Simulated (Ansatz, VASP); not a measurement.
WO in VASP and in Ansatz

```xyz
2
Lattice="0.0000 2.2399 2.2399 2.2399 0.0000 2.2399 2.2399 2.2399 0.0000" Properties=species:S:1:pos:R:3 pbc="T T T"
W     0.0000    0.0000    0.0000
O     1.1200    1.1200    1.1200
```

Alike in both runs: task single point; functional PBE; k mesh 10 × 10 × 10; occupations gaussian, width 0.02 eV; collinear spin; Hubbard terms W d U = 6.2 eV.

```csv
,VASP,Ansatz
version,VASP 6.6.1,Ansatz 0.2.0
potentials or method,"VASP PAW PBE potentials, release 64 (W_sv, O), cutoff 520 eV","scalar-relativistic, plane waves, PAW"
valence electrons in the cell,20,20
```

|  | VASP | Ansatz | Ansatz less VASP |
| --- | --- | --- | --- |
| net moment per atom (μB) | 0.00 | 1.00 | +1.000 |
| size of the moment on the site where the two differ most (μB) | 0.00 | 0.84 | +0.843 |

The net moments are unlike, so the other rows may belong to different states. Site moments also hang on the region over which each program counts them. The programs project onto different local orbitals, so the same U acts differently, and such runs can settle in different states.

Spin-orbit coupling is off throughout.
